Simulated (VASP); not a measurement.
# BiB (zincblende type) (F-43m) in VASP: notebook

Runs on BiB (zincblende type). Level: PBE. Tasks: electric field gradients.

All numbers are computed with VASP 6.6.1; they aren't measurements. Logs are shortened: lines on timing, memory, paths and dates and some standing lists are left out, and cuts for length are marked.

**1. The cell of the first run**

It takes space group F-43m (No. 216, cubic). Conventional cell: a = 5.412 Å, b = 5.412 Å, c = 5.412 Å, α = 90.00°, β = 90.00°, γ = 90.00°. Within 3.1 Å of B (site symmetry -43m) lie 4 Bi at 2.34 Å. Bi (site symmetry -43m) has 4 B at 2.34 Å within 3.1 Å.

**2. Electric field gradients, PBE (volume scaled by 0.9405)**

The input, INCAR:

```
SYSTEM = BiB
PREC     = Accurate       ! precision mode
ENCUT    = 520            ! plane-wave cutoff, eV
EDIFF    = 1E-8           ! SCF threshold, eV
ISMEAR   = -1             ! smearing method
SIGMA    = 0.05           ! smearing width, eV
LREAL    = .FALSE.        ! projectors in reciprocal space
LASPH    = .TRUE.         ! aspherical terms in the spheres
NELM     = 80             ! most SCF steps
ALGO     = Normal         ! electronic algorithm
ISIF     = 2              ! what is computed and relaxed
LWAVE    = .FALSE.        ! write WAVECAR
LCHARG   = .FALSE.        ! write CHGCAR
GGA      = PE             ! functional
LEFG     = .TRUE.       
NBANDS   = 16             ! bands
```

The input, KPOINTS:

```
Automatic mesh
0
G
  11 11 11
  0 0 0
```

The input, POSCAR:

```
BiB
1.0
    0.0000000000      2.7060845185      2.7060845185
    2.7060845185      0.0000000000      2.7060845185
    2.7060845185      2.7060845185      0.0000000000
B Bi
1 1
Direct
    0.0000000000      0.0000000000      0.0000000000
    0.2500000000      0.2500000000      0.2500000000
```

Potentials or basis: VASP PAW PBE potentials, release 64 (B, Bi_d).

The run is started by

```bash
$ cat potpaw_PBE.64/B/POTCAR potpaw_PBE.64/Bi_d/POTCAR > POTCAR
$ mpirun -np 1 vasp_std > vasp.out
```

OUTCAR:

```text
SYSTEM = BiB
   PREC = Accurate
   ENCUT = 520
   EDIFF = 1E-8
   ISMEAR = -1
   LREAL = .FALSE.
   LASPH = .TRUE.
   NELM = 80
   ISIF = 2
   GGA = PE

 ion  position               nearest neighbor table
   1  0.000  0.000  0.000-   2 2.34   2 2.34   2 2.34   2 2.34
   2  0.250  0.250  0.250-   1 2.34   1 2.34   1 2.34   1 2.34

  LATTYP: Found a face centered cubic cell.
 ALAT       =     5.4121690370

  Lattice vectors:

 A1 = (   0.0000000000,   2.7060845185,   2.7060845185)
 A2 = (   2.7060845185,   0.0000000000,   2.7060845185)
 A3 = (   2.7060845185,   2.7060845185,   0.0000000000)

Analysis of symmetry for initial positions (statically):
=====================================================================
 Subroutine PRICEL returns:
 Original cell was already a primitive cell.

 Routine SETGRP: Setting up the symmetry group for a
 face centered cubic supercell.

 Subroutine GETGRP returns: Found 24 space group operations
 (whereof 24 operations were pure point group operations)
 out of a pool of 48 trial point group operations.

The static configuration has the point symmetry T_d .

Analysis of symmetry for dynamics (positions and initial velocities):
=====================================================================
 Subroutine PRICEL returns:
 Original cell was already a primitive cell.

 Routine SETGRP: Setting up the symmetry group for a
 face centered cubic supercell.

 Subroutine GETGRP returns: Found 24 space group operations
 (whereof 24 operations were pure point group operations)
 out of a pool of 48 trial point group operations.

The dynamic configuration has the point symmetry T_d .

 Subroutine INISYM returns: Found 24 space group operations
 (whereof 24 operations are pure point group operations),
 and found     1 'primitive' translations

----------------------------------------------------------------------------------------

                                     Primitive cell

  volume of cell :      39.6327

  direct lattice vectors                    reciprocal lattice vectors
     0.000000000  2.706084518  2.706084518    -0.184768804  0.184768804  0.184768804
     2.706084518  0.000000000  2.706084518     0.184768804 -0.184768804  0.184768804
     2.706084518  2.706084518  0.000000000     0.184768804  0.184768804 -0.184768804

  length of vectors
     3.826981427  3.826981427  3.826981427     0.320028956  0.320028956  0.320028956

  position of ions in fractional coordinates (direct lattice)
     0.000000000  0.000000000  0.000000000
     0.250000000  0.250000000  0.250000000

  ion indices of the primitive-cell ions
   primitive index   ion index
                 1           1
                 2           2

----------------------------------------------------------------------------------------

 KPOINTS: Automatic mesh

Automatic generation of k-mesh.
 Grid dimensions read from file:
 generate k-points for:   11   11   11

 Generating k-lattice:

  Cartesian coordinates                     Fractional coordinates (reciprocal lattice)
    -0.016797164  0.016797164  0.016797164     0.090909091  0.000000000  0.000000000
     0.016797164 -0.016797164  0.016797164     0.000000000  0.090909091  0.000000000
     0.016797164  0.016797164 -0.016797164     0.000000000  0.000000000  0.090909091

  Length of vectors
     0.029093541  0.029093541  0.029093541

  Shift w.r.t. Gamma in fractional coordinates (k-lattice)
     0.000000000  0.000000000  0.000000000

 Subroutine IBZKPT returns following result:
 ===========================================

 Found     56 irreducible k-points:

 Following reciprocal coordinates:
            Coordinates               Weight
  0.000000  0.000000  0.000000      1.000000
  0.090909  0.000000  0.000000      8.000000
  0.181818  0.000000  0.000000      8.000000
  0.272727  0.000000  0.000000      8.000000
  0.363636  0.000000  0.000000      8.000000
  0.454545  0.000000  0.000000      8.000000
[... 16 lines left out ...]
 -0.272727  0.181818  0.000000     24.000000
 -0.181818  0.181818  0.000000     12.000000
 [... further k-points ...]
   k-points           NKPTS =     56   k-points in BZ     NKDIM =     56   number of bands    NBANDS=     16
   number of dos      NEDOS =    301   number of ions     NIONS =      2
   total plane-waves  NPLWV =  21952
   dimension x,y,z NGX =    28 NGY =   28 NGZ =   28
   dimension x,y,z NGXF=    56 NGYF=   56 NGZF=   56
   ions per type =               1   1
   NGX,Y,Z   is equivalent  to a cutoff of  12.16, 12.16, 12.16 a.u.
   NGXF,Y,Z  is equivalent  to a cutoff of  24.33, 24.33, 24.33 a.u.
 SYSTEM =  BiB
   PREC   = accura    normal or accurate (medium, high low for compatibility)
   ISTART =      0    job   : 0-new  1-cont  2-samecut
   ICHARG =      2    charge: 1-file 2-atom 10-const
   ISPIN  =      1    spin polarized calculation?
   LNONCOLLINEAR =      F non collinear calculations
   LSORBIT =      F    spin-orbit coupling
   LASPH  =      T    aspherical Exc in radial PAW
   ENCUT  =  520.0 eV  38.22 Ry    6.18 a.u.   7.12  7.12  7.12*2*pi/ulx,y,z
   NELM   =     80;   NELMIN=  2; NELMDL= -5     # of ELM steps
   EDIFF  = 0.1E-07   stopping-criterion for ELM
   LREAL  =      F    real-space projection
   EDIFFG = 0.1E-06   stopping-criterion for IOM
   NSW    =      0    number of steps for IOM
   IBRION =     -1    ionic relax: 0-MD 1-quasi-New 2-CG
   NFREE  =      0    steps in history (QN), initial steepest desc. (CG)
   ISIF   =      2    stress and relaxation
   ISYM   =      2    0-nonsym 1-usesym 2-fastsym
   POTIM  = 0.5000    time-step for ionic-motion
   TEBEG  =    0.0;   TEEND  =   0.0 temperature during run
   PSTRESS=    0.0 pullay stress
   NELECT =      18.0000    total number of electrons
   NUPDOWN=      -1.0000    fix difference up-down
   EMIN   =  10.00;   EMAX   =-10.00  energy-range for DOS
   EFERMI =   0.00;   METHOD = LEGACY
   ISMEAR =    -1;   SIGMA  =   0.05  broadening in eV -4-tet -1-fermi 0-gaus
   EFERMI_NEDOS =   21; number of points for ismear=-14 and -15
   IALGO  =     38    algorithm
   IMIX   =      4    mixing-type and parameters
     AMIX     =   0.40;   BMIX     =  1.00
     AMIX_MAG =   1.60;   BMIX_MAG =  1.00
  volume/ion in A,a.u.               =      19.82       133.73
  Fermi-wavevector in a.u.,A,eV,Ry     =   1.258387  2.378007 21.545349  1.583538
  Thomas-Fermi vector in A             =   2.391999
   LORBIT       =      0    0 simple, 1 ext, 2 COOP (PROOUT), +10 PAW based schemes
   GGA     = PE    functional components
   LHFCALC =     F    Hartree Fock is set to
   AEXX    =    0.0000 exact exchange contribution
   IVDW    =     0    specifies the selected vdW correction
   LEPSILON=     F    determine dielectric tensor
   LRPA    =     F    only Hartree local field effects (RPA)
 non-spin polarized calculation
  energy-cutoff  :      520.00
  volume of cell :       39.63
 maximum number of plane-waves:      1079
   NGX = 15   NGY = 15   NGZ = 15

 number of electron      18.0000003 magnetization

 Free energy of the ion-electron system (eV)
  ---------------------------------------------------
  ext. energy  EPLUGINS =         0.00000000
  ---------------------------------------------------
  free energy    TOTEN  =        -8.96188911 eV

  energy without entropy =       -8.96187017  energy(sigma->0) =       -8.96187964

 E-fermi :   7.9168     XC(G=0): -10.2246

 val. band max:        7.6548034612   @ k =   0.0000   0.0000   0.0000
 cond. band min:       8.2377146605   @ k =   0.4545   0.0000   0.0000
 fundamental gap:      0.5829111994
 Fermi energy:         7.9168493510

 k-point     1 :       0.0000    0.0000    0.0000
  band No.  band energies     occupation
      1     -15.5648      2.00000
      2     -15.5648      2.00000
      3     -15.5648      2.00000
      4     -15.4666      2.00000
      5     -15.4666      2.00000
      6      -6.8253      2.00000
[... 8 lines left out ...]
     15      18.2799      0.00000
     16      18.2799      0.00000

 k-point     2 :       0.0909    0.0000    0.0000
  band No.  band energies     occupation
      1     -15.5642      2.00000
      2     -15.5609      2.00000
      3     -15.5609      2.00000
      4     -15.4665      2.00000
      5     -15.4665      2.00000
      6      -6.7140      2.00000
[... 8 lines left out ...]
     15      17.6547      0.00000
     16      17.6547      0.00000

 k-point     3 :       0.1818    0.0000    0.0000
  band No.  band energies     occupation
      1     -15.5627      2.00000
      2     -15.5515      2.00000
      3     -15.5515      2.00000
      4     -15.4651      2.00000
      5     -15.4651      2.00000
      6      -6.3858      2.00000
[... 8 lines left out ...]
     15      17.1159      0.00000
     16      17.1159      0.00000

 k-point     4 :       0.2727    0.0000    0.0000
  band No.  band energies     occupation
      1     -15.5610      2.00000
      2     -15.5424      2.00000
      3     -15.5424      2.00000
      4     -15.4599      2.00000
      5     -15.4599      2.00000
      6      -5.8661      2.00000
[... 8 lines left out ...]
     15      17.1979      0.00000
     16      17.1979      0.00000
[... 324 lines left out ...]
 k-point    22 :      -0.3636    0.1818    0.0000
  band No.  band energies     occupation
      1     -15.5558      2.00000
      2     -15.5303      2.00000
      3     -15.5164      2.00000
      4     -15.4554      2.00000
      5     -15.4537      2.00000
      6      -4.5291      2.00000
[... 8 lines left out ...]
     15      17.5905      0.00000
     16      18.6930      0.00000

 k-point    23 :      -0.2727    0.1818    0.0000
  band No.  band energies     occupation
      1     -15.5560      2.00000
      2     -15.5336      2.00000
      3     -15.5228      2.00000
      4     -15.4665      2.00000
      5     -15.4511      2.00000
      6      -5.1028      2.00000
[... 8 lines left out ...]
     15      17.5046      0.00000
     16      18.9231      0.00000

 k-point    24 :      -0.1818    0.1818    0.0000
  band No.  band energies     occupation
      1     -15.5603      2.00000
      2     -15.5361      2.00000
      3     -15.5345      2.00000
      4     -15.4711      2.00000
      5     -15.4534      2.00000
      6      -5.6901      2.00000
[... 8 lines left out ...]
     15      17.4584      0.00000
     16      17.8569      0.00000

 [... further k-points ...]
[... 5 lines left out ...]
  --------------------------------------------------------------------------------------
  -------------------------------------------------------------------------------------
  Total        1.2441139      1.2441139      1.2441139      0.0000000     -0.0000000      0.0000000
  in kB       50.2940548     50.2940548     50.2940548      0.0000000     -0.0000000      0.0000000
  external PRESSURE =      50.2940548 kB  Pullay stress =       0.0000000 kB

 VOLUME and BASIS-vectors are now :
 -----------------------------------------------------------------------------
  energy-cutoff  :      520.00
  volume of cell :       39.63
      direct lattice vectors                 reciprocal lattice vectors
     0.000000000  2.706084518  2.706084518    -0.184768804  0.184768804  0.184768804
     2.706084518  0.000000000  2.706084518     0.184768804 -0.184768804  0.184768804
     2.706084518  2.706084518  0.000000000     0.184768804  0.184768804 -0.184768804

 POSITION                                       TOTAL-FORCE (eV/Angst)
 -----------------------------------------------------------------------------------
      0.00000      0.00000      0.00000        -0.000000     -0.000000     -0.000000
      1.35304      1.35304      1.35304         0.000000      0.000000      0.000000
 -----------------------------------------------------------------------------------
    total drift:                                0.000000      0.000000      0.000000

  FREE ENERGIE OF THE ION-ELECTRON SYSTEM (eV)
  ---------------------------------------------------
  free  energy   TOTEN  =        -8.9618891058 eV

  energy  without entropy=       -8.9618701659  energy(sigma->0) =       -8.96187964

 Electric field gradients (V/A^2)
---------------------------------------------------------------------
 ion       V_xx      V_yy      V_zz      V_xy      V_xz      V_yz
---------------------------------------------------------------------
   1      -0.000     0.000     0.000     0.000     0.000     0.000
   2       0.000    -0.000     0.000    -0.001    -0.001    -0.001
---------------------------------------------------------------------

 Electric field gradients after diagonalization (V/A^2)
 (convention: |V_zz| > |V_xx| > |V_yy|)
----------------------------------------------------------------------
 ion       V_xx      V_yy      V_zz     asymmetry (V_yy - V_xx)/ V_zz
----------------------------------------------------------------------
   1      -0.000    -0.000     0.000       0.000
   2       0.001     0.001    -0.003       0.000
----------------------------------------------------------------------

           NMR quadrupolar parameters

 Cq : quadrupolar parameter    Cq=e*Q*V_zz/h
 eta: asymmetry parameters     (V_yy - V_xx)/ V_zz
 Q  : nuclear electric quadrupole moment in mb (millibarn)
----------------------------------------------------------------------
 ion       Cq(MHz)       eta       Q (mb)
----------------------------------------------------------------------
   1       0.000       0.000       1.000
   2      -0.000       0.000       1.000
----------------------------------------------------------------------
```

It used 64 s of CPU time on 1 thread of AMD EPYC 7R13 Processor (Zen 3), on a shared host.

What came out:

```yaml
Free_energy: -8.9619 eV
Pressure: 5.0 GPa
Band_gap_on_the_k_mesh: 0.58 eV, indirect (least direct gap 0.60 eV)
```

Caveat: without QUAD_EFG the Cq values of the log hold for a quadrupole moment of 1 mb, not for the nuclei; spin-orbit coupling is left out, which moves the levels of the heavy elements. A k mesh can miss the band edges.

[end of part 1 of 3]
